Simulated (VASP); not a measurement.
# Pb (P6_3/mmc) in VASP: notebook, part 2 of 2

VASP 6.6.1.

## Step 3: Single point, LDA (31.26 Å³/atom)

This run uses another cell than the first one, of 31.26 Å³/atom.

Input file INCAR:

```
  ALGO = Normal
  EDIFF = 1E-6
  ENCUT = 520
  GGA = CA
  ISIF = 2
  ISMEAR = -1
  LASPH = T
  LCHARG = T
  LELF = T
  LREAL = F
  LVHAR = T
  LWAVE = F
  NBANDS = 36
  NELM = 100
  PREC = Accurate
  SIGMA = 0.1
```

Input file KPOINTS:

```
k-points
0
Gamma
  12 12 4
```

Input file POSCAR:

```
Pb
1.0
    3.5428549613      0.0000000000      0.0000000000
   -1.7714274807      3.0682023984      0.0000000000
    0.0000000000      0.0000000000     11.5047687822
Pb
4
Direct
    1.0000000000      1.0000000000      0.0000000000
    1.0000000000      1.0000000000      0.5000000000
    0.3333333333      0.6666666667      0.2500000000
    0.6666666667      0.3333333333      0.7500000000
```

Potentials or basis: VASP PAW LDA potentials, release 64 (Pb_d).

Launch:

```console
$ cat potpaw_LDA.64/Pb_d/POTCAR > POTCAR
$ mpirun -np 1 vasp_std > vasp.out
```

OUTCAR:

```text
EDIFF = 1E-6
   ENCUT = 520
   GGA = CA
   ISIF = 2
   ISMEAR = -1
   LASPH = T
   LREAL = F
   NELM = 100
   PREC = Accurate

 ion  position               nearest neighbor table
   1  0.000  0.000  0.000-   3 3.53   4 3.53   4 3.53   3 3.53   4 3.53   3 3.53
   2  0.000  0.000  0.500-   3 3.53   4 3.53   4 3.53   3 3.53   4 3.53   3 3.53
   3  0.333  0.667  0.250-   1 3.53   2 3.53   1 3.53   2 3.53   1 3.53   2 3.53
   4  0.667  0.333  0.750-   1 3.53   2 3.53   1 3.53   2 3.53   1 3.53   2 3.53

  LATTYP: Found a hexagonal cell.
 ALAT       =     3.5428549613
 C/A-ratio  =     3.2473157687

  Lattice vectors:

 A1 = (   3.5428549613,   0.0000000000,   0.0000000000)
 A2 = (  -1.7714274807,   3.0682023984,   0.0000000000)
 A3 = (   0.0000000000,   0.0000000000,  11.5047687822)

Analysis of symmetry for initial positions (statically):
=====================================================================
 Subroutine PRICEL returns:
 Original cell was already a primitive cell.

 Routine SETGRP: Setting up the symmetry group for a
 hexagonal supercell.

 Subroutine GETGRP returns: Found 24 space group operations
 (whereof 12 operations were pure point group operations)
 out of a pool of 24 trial point group operations.

The static configuration has the point symmetry D_3d.
 The point group associated with its full space group is D_6h.

Analysis of symmetry for dynamics (positions and initial velocities):
=====================================================================
 Subroutine PRICEL returns:
 Original cell was already a primitive cell.

 Routine SETGRP: Setting up the symmetry group for a
 hexagonal supercell.

 Subroutine GETGRP returns: Found 24 space group operations
 (whereof 12 operations were pure point group operations)
 out of a pool of 24 trial point group operations.

The dynamic configuration has the point symmetry D_3d.
 The point group associated with its full space group is D_6h.

 Subroutine INISYM returns: Found 24 space group operations
 (whereof 12 operations are pure point group operations),
 and found     1 'primitive' translations

----------------------------------------------------------------------------------------

                                     Primitive cell

  volume of cell :     125.0591

  direct lattice vectors                    reciprocal lattice vectors
     3.542854961  0.000000000  0.000000000     0.282258238  0.162961870  0.000000000
    -1.771427481  3.068202398  0.000000000     0.000000000  0.325923740  0.000000000
     0.000000000  0.000000000 11.504768782     0.000000000  0.000000000  0.086920478

  length of vectors
     3.542854961  3.542854961 11.504768782     0.325923740  0.325923740  0.086920478

  position of ions in fractional coordinates (direct lattice)
     0.000000000  0.000000000  0.000000000
     0.000000000  0.000000000  0.500000000
     0.333333333  0.666666667  0.250000000
     0.666666667  0.333333333  0.750000000

  ion indices of the primitive-cell ions
   primitive index   ion index
                 1           1
                 2           2
                 3           3
                 4           4

----------------------------------------------------------------------------------------

 KPOINTS: k-points

Automatic generation of k-mesh.
 Grid dimensions read from file:
 generate k-points for:   12   12    4

 Generating k-lattice:

  Cartesian coordinates                     Fractional coordinates (reciprocal lattice)
     0.023521520  0.013580156  0.000000000     0.083333333 -0.000000000  0.000000000
     0.000000000  0.027160312  0.000000000     0.000000000  0.083333333  0.000000000
     0.000000000  0.000000000  0.021730119     0.000000000  0.000000000  0.250000000

  Length of vectors
     0.027160312  0.027160312  0.021730119

  Shift w.r.t. Gamma in fractional coordinates (k-lattice)
     0.000000000  0.000000000  0.000000000

 Subroutine IBZKPT returns following result:
 ===========================================

 Found     57 irreducible k-points:

 Following reciprocal coordinates:
            Coordinates               Weight
  0.000000  0.000000  0.000000      1.000000
  0.083333 -0.000000  0.000000      6.000000
  0.166667 -0.000000  0.000000      6.000000
  0.250000  0.000000  0.000000      6.000000
  0.333333 -0.000000  0.000000      6.000000
  0.416667 -0.000000  0.000000      6.000000
[... 16 lines left out ...]
  0.250000  0.000000  0.250000     12.000000
  0.333333 -0.000000  0.250000     12.000000
 [... further k-points ...]
   k-points           NKPTS =     57   k-points in BZ     NKDIM =     57   number of bands    NBANDS=     36
   number of dos      NEDOS =    301   number of ions     NIONS =      4
   total plane-waves  NPLWV =  70560
   dimension x,y,z NGX =    28 NGY =   28 NGZ =   90
   dimension x,y,z NGXF=    56 NGYF=   56 NGZF=  180
   ions per type =               4
   NGX,Y,Z   is equivalent  to a cutoff of  13.14, 13.14, 13.01 a.u.
   NGXF,Y,Z  is equivalent  to a cutoff of  26.28, 26.28, 26.01 a.u.
 SYSTEM =  unknown system
   PREC   = accura    normal or accurate (medium, high low for compatibility)
   ISTART =      0    job   : 0-new  1-cont  2-samecut
   ICHARG =      2    charge: 1-file 2-atom 10-const
   ISPIN  =      1    spin polarized calculation?
   LNONCOLLINEAR =      F non collinear calculations
   LSORBIT =      F    spin-orbit coupling
   LASPH  =      T    aspherical Exc in radial PAW
   ENCUT  =  520.0 eV  38.22 Ry    6.18 a.u.   6.59  6.59 21.39*2*pi/ulx,y,z
   NELM   =    100;   NELMIN=  2; NELMDL= -5     # of ELM steps
   EDIFF  = 0.1E-05   stopping-criterion for ELM
   LREAL  =      F    real-space projection
   EDIFFG = 0.1E-04   stopping-criterion for IOM
   NSW    =      0    number of steps for IOM
   IBRION =     -1    ionic relax: 0-MD 1-quasi-New 2-CG
   NFREE  =      0    steps in history (QN), initial steepest desc. (CG)
   ISIF   =      2    stress and relaxation
   ISYM   =      2    0-nonsym 1-usesym 2-fastsym
   POTIM  = 0.5000    time-step for ionic-motion
   TEBEG  =    0.0;   TEEND  =   0.0 temperature during run
   PSTRESS=    0.0 pullay stress
   NELECT =      56.0000    total number of electrons
   NUPDOWN=      -1.0000    fix difference up-down
   EMIN   =  10.00;   EMAX   =-10.00  energy-range for DOS
   EFERMI =   0.00;   METHOD = LEGACY
   ISMEAR =    -1;   SIGMA  =   0.10  broadening in eV -4-tet -1-fermi 0-gaus
   EFERMI_NEDOS =   21; number of points for ismear=-14 and -15
   IALGO  =     38    algorithm
   IMIX   =      4    mixing-type and parameters
     AMIX     =   0.40;   BMIX     =  1.00
     AMIX_MAG =   1.60;   BMIX_MAG =  1.00
  volume/ion in A,a.u.               =      31.26       210.99
  Fermi-wavevector in a.u.,A,eV,Ry     =   1.252465  2.366816 21.343046  1.568670
  Thomas-Fermi vector in A             =   2.386364
   LORBIT       =      0    0 simple, 1 ext, 2 COOP (PROOUT), +10 PAW based schemes
   GGA     = CA    functional components
   LHFCALC =     F    Hartree Fock is set to
   AEXX    =    0.0000 exact exchange contribution
   IVDW    =     0    specifies the selected vdW correction
   LEPSILON=     F    determine dielectric tensor
   LRPA    =     F    only Hartree local field effects (RPA)
 non-spin polarized calculation
  energy-cutoff  :      520.00
  volume of cell :      125.06
 maximum number of plane-waves:      3426
 NGX is ok and might be reduce to    28
   NGX = 13   NGY = 13   NGZ = 43

 number of electron      56.0000003 magnetization

 Free energy of the ion-electron system (eV)
  ---------------------------------------------------
  ext. energy  EPLUGINS =         0.00000000
  ---------------------------------------------------
  free energy    TOTEN  =       -16.93482099 eV

  energy without entropy =      -16.86446641  energy(sigma->0) =      -16.89964370

 E-fermi :   6.6927     XC(G=0): -10.3105

 val. band max:        6.6684106503   @ k =   0.5000   0.0000   0.0000
 cond. band min:       6.7288235217   @ k =   0.1667   0.1667   0.2500
 fundamental gap:      0.0604128714
 Fermi energy:         6.6927475261

 k-point     1 :       0.0000    0.0000    0.0000
  band No.  band energies     occupation
      1     -10.3446      2.00000
      2     -10.3292      2.00000
      3     -10.3217      2.00000
      4     -10.3182      2.00000
      5     -10.3177      2.00000
      6     -10.3177      2.00000
[... 28 lines left out ...]
     35      13.6986      0.00000
     36      13.9122      0.00000
[... 866 lines left out ...]
      6     -10.3019      2.00000
[... 28 lines left out ...]
     35      11.3601      0.00000
     36      12.3139      0.00000

 [... further k-points ...]
[... 5 lines left out ...]
  --------------------------------------------------------------------------------------
  -------------------------------------------------------------------------------------
  Total       -2.5552651     -2.5552651     -2.3463514      0.0000000      0.0000000      0.0000000
  in kB      -32.7364269    -32.7364269    -30.0599581      0.0000000      0.0000000      0.0000000
  external PRESSURE =     -31.8442707 kB  Pullay stress =       0.0000000 kB

 VOLUME and BASIS-vectors are now :
 -----------------------------------------------------------------------------
  energy-cutoff  :      520.00
  volume of cell :      125.06
      direct lattice vectors                 reciprocal lattice vectors
     3.542854961  0.000000000  0.000000000     0.282258238  0.162961870  0.000000000
    -1.771427481  3.068202398  0.000000000     0.000000000  0.325923740  0.000000000
     0.000000000  0.000000000 11.504768782     0.000000000  0.000000000  0.086920478

 POSITION                                       TOTAL-FORCE (eV/Angst)
 -----------------------------------------------------------------------------------
      0.00000      0.00000      0.00000         0.000000      0.000000     -0.000000
      0.00000      0.00000      5.75238         0.000000      0.000000     -0.000000
     -0.00000      2.04547      2.87619        -0.000000      0.000000      0.000000
      1.77143      1.02273      8.62858        -0.000000     -0.000000     -0.000000
 -----------------------------------------------------------------------------------
    total drift:                                0.000000     -0.000000      0.000000

  FREE ENERGIE OF THE ION-ELECTRON SYSTEM (eV)
  ---------------------------------------------------
  free  energy   TOTEN  =       -16.9348209874 eV

  energy  without entropy=      -16.8644664076  energy(sigma->0) =      -16.89964370
```

Run time: 3 min. Hardware: 1 thread of Intel Xeon Platinum 8259CL at 2.50GHz (Skylake/Cascade Lake), shared host; peak memory 0.32 GiB.

What came out:

* Free energy: -16.9348 eV
* Pressure: -3.2 GPa
* Band gap on the k mesh: zero (bands 28 and 29 overlap by 7.35 eV)

Caveat: the cell stands under tension; spin-orbit coupling is left out, which moves the levels of the heavy elements.

## Step 4: Single point, LDA (32.42 Å³/atom)

This run uses another cell than the first one, of 32.42 Å³/atom.

Input file INCAR:

```
  PREC = Accurate
  ENCUT = 520
  EDIFF = 1E-7
  ISMEAR = -1
  SIGMA = 0.1
  LREAL = False
  LASPH = True
  NELM = 60
  ALGO = Normal
  ISIF = 2
  LWAVE = False
  LCHARG = False
  GGA = CA
  NBANDS = 36
```

Input file KPOINTS:

```
Automatic mesh
0
Gamma
  12 12 4
```

Input file POSCAR:

```
Pb
1.0
    3.5860647682      0.0000000000      0.0000000000
   -1.7930323841      3.1056231889      0.0000000000
    0.0000000000      0.0000000000     11.6450846694
Pb
4
Direct
    1.0000000000      1.0000000000      0.0000000000
    1.0000000000      1.0000000000      0.5000000000
    0.3333333333      0.6666666667      0.2500000000
    0.6666666667      0.3333333333      0.7500000000
```

Potentials or basis: VASP PAW LDA potentials, release 64 (Pb_d).

Launch:

```console
$ cat potpaw_LDA.64/Pb_d/POTCAR > POTCAR
$ mpirun -np 1 vasp_std > vasp.out
```

OUTCAR:

```text
PREC = Accurate
   ENCUT = 520
   EDIFF = 1E-7
   ISMEAR = -1
   LREAL = False
   LASPH = True
   NELM = 60
   ISIF = 2
   GGA = CA

 ion  position               nearest neighbor table
   1  0.000  0.000  0.000-   3 3.57   4 3.57   4 3.57   3 3.57   4 3.57   3 3.57
   2  0.000  0.000  0.500-   3 3.57   4 3.57   4 3.57   3 3.57   4 3.57   3 3.57
   3  0.333  0.667  0.250-   1 3.57   2 3.57   1 3.57   2 3.57   1 3.57   2 3.57
   4  0.667  0.333  0.750-   1 3.57   2 3.57   1 3.57   2 3.57   1 3.57   2 3.57

  LATTYP: Found a hexagonal cell.
 ALAT       =     3.5860647682
[... 1131 lines left out ...]
 [... further k-points ...]
[... 5 lines left out ...]
  --------------------------------------------------------------------------------------
  -------------------------------------------------------------------------------------
  Total       -3.5932197     -3.5932197     -3.4382949     -0.0000000     -0.0000000      0.0000000
  in kB      -44.3899666    -44.3899666    -42.4760543     -0.0000000     -0.0000000      0.0000000
  external PRESSURE =     -43.7519958 kB  Pullay stress =       0.0000000 kB

 VOLUME and BASIS-vectors are now :
 -----------------------------------------------------------------------------
  energy-cutoff  :      520.00
  volume of cell :      129.69
      direct lattice vectors                 reciprocal lattice vectors
     3.586064768  0.000000000  0.000000000     0.278857205  0.160998283  0.000000000
    -1.793032384  3.105623189  0.000000000     0.000000000  0.321996565  0.000000000
     0.000000000  0.000000000 11.645084669     0.000000000  0.000000000  0.085873141

 POSITION                                       TOTAL-FORCE (eV/Angst)
 -----------------------------------------------------------------------------------
      0.00000      0.00000      0.00000        -0.000000      0.000000     -0.000000
      0.00000      0.00000      5.82254        -0.000000      0.000000     -0.000000
     -0.00000      2.07042      2.91127         0.000000      0.000000      0.000000
      1.79303      1.03521      8.73381         0.000000      0.000000      0.000000
 -----------------------------------------------------------------------------------
    total drift:                                0.000000     -0.000000      0.000000

  FREE ENERGIE OF THE ION-ELECTRON SYSTEM (eV)
  ---------------------------------------------------
  free  energy   TOTEN  =       -16.8273064829 eV

  energy  without entropy=      -16.7546928785  energy(sigma->0) =      -16.79099968
```

OSZICAR:

```text
N       E                     dE             d eps       ncg     rms          rms(c)
DAV:   1     0.680015811719E+03    0.68002E+03   -0.27194E+04  4104   0.184E+03
DAV:   2     0.485665821555E+02   -0.63145E+03   -0.62150E+03  4108   0.495E+02
DAV:   3    -0.140460975894E+02   -0.62613E+02   -0.61595E+02  4936   0.199E+02
DAV:   4    -0.167698668992E+02   -0.27238E+01   -0.27163E+01  4948   0.465E+01
DAV:   5    -0.168775958478E+02   -0.10773E+00   -0.10772E+00  5152   0.810E+00    0.960E-01
DAV:   6    -0.168393179906E+02    0.38278E-01   -0.10008E-01  5792   0.281E+00    0.479E-01
DAV:   7    -0.168279952213E+02    0.11323E-01   -0.34885E-02  4972   0.189E+00    0.166E-01
DAV:   8    -0.168273947463E+02    0.60048E-03   -0.33215E-03  4708   0.774E-01    0.493E-02
DAV:   9    -0.168273058032E+02    0.88943E-04   -0.38356E-04  5232   0.238E-01    0.946E-03
DAV:  10    -0.168273065368E+02   -0.73367E-06   -0.23237E-05  5780   0.457E-02    0.249E-03
DAV:  11    -0.168273065210E+02    0.15793E-07   -0.15788E-06  4944   0.182E-02    0.887E-04
DAV:  12    -0.168273064829E+02    0.38171E-07   -0.13642E-07  2280   0.445E-03
   1 F= -.16827306E+02 E0= -.16791000E+02  d E =-.726136E-01
```

stdout:

```text
POSCAR found type information on POSCAR Pb
 POSCAR found :  1 types and       4 ions
 scaLAPACK will be used
 LDA part: xc-table for (Slater(with rela. corr.)+CA(PZ))
 , standard interpolation
 POSCAR, INCAR and KPOINTS ok, starting setup
 FFT: planning ... GRIDC
 FFT: planning ... GRID_SOFT
 FFT: planning ... GRID
 WAVECAR not read
 entering main loop
```

Wall time 2.9 min (1 thread of Intel Xeon Platinum 8259CL at 2.50GHz (Skylake/Cascade Lake), shared host); peak memory 0.32 GiB.

Results:

| Property | Result |
| --- | --- |
| Free energy | -16.8273 eV |
| Pressure | -4.4 GPa |
| Band gap on the k mesh | zero (bands 28 and 29 overlap by 7.06 eV) |

Levels at points of the mesh, in eV from the Fermi level:
```
           k point  band 25  band 26  band 27  band 28  band 29  band 30  band 31  band 32
(0.00, 0.00, 0.00)    -3.89     0.67     0.67     5.06     5.06     5.80     5.80     5.84
(0.50, 0.00, 0.00)    -3.76    -3.46    -2.22    -1.73     0.00     0.77     1.87     3.13
(0.00, 0.00, 0.50)    -2.39    -2.39     4.30     4.30     5.27     5.27     5.27     5.27
(0.50, 0.00, 0.50)    -3.28    -3.28    -2.59    -2.59     1.25     1.25     2.20     2.20
```

Caveat: the cell stands under tension; spin-orbit coupling is left out, which moves the levels of the heavy elements.

## Step 5: The runs side by side

| cell | gap on the mesh (eV) | pressure (GPa) |
| --- | --- | --- |
| a = 3.499, b = 3.499, c = 11.361 Å, angles 90.0, 90.0, 120.0°, 4 atoms | none | -1.7 |
| a = 3.543, b = 3.543, c = 11.505 Å, angles 90.0, 90.0, 120.0°, 4 atoms | none | -3.2 |
| a = 3.586, b = 3.586, c = 11.645 Å, angles 90.0, 90.0, 120.0°, 4 atoms | none | -4.4 |

Alike in all rows: task single point; level LDA; potentials or basis VASP PAW LDA potentials, release 64 (Pb_d); no spin polarisation; k mesh 12 × 12 × 4; cutoff (eV) 520; smearing fermi-dirac 0.1 eV.

Caveats: spin-orbit coupling is left out, which moves the levels of the heavy elements; the cell stands under tension (at least some runs).

Total energies depend on the potentials used, so only differences within one code and one set of settings carry meaning.

The gap in the log of VASP goes by the Fermi energy; the results here count the filled bands.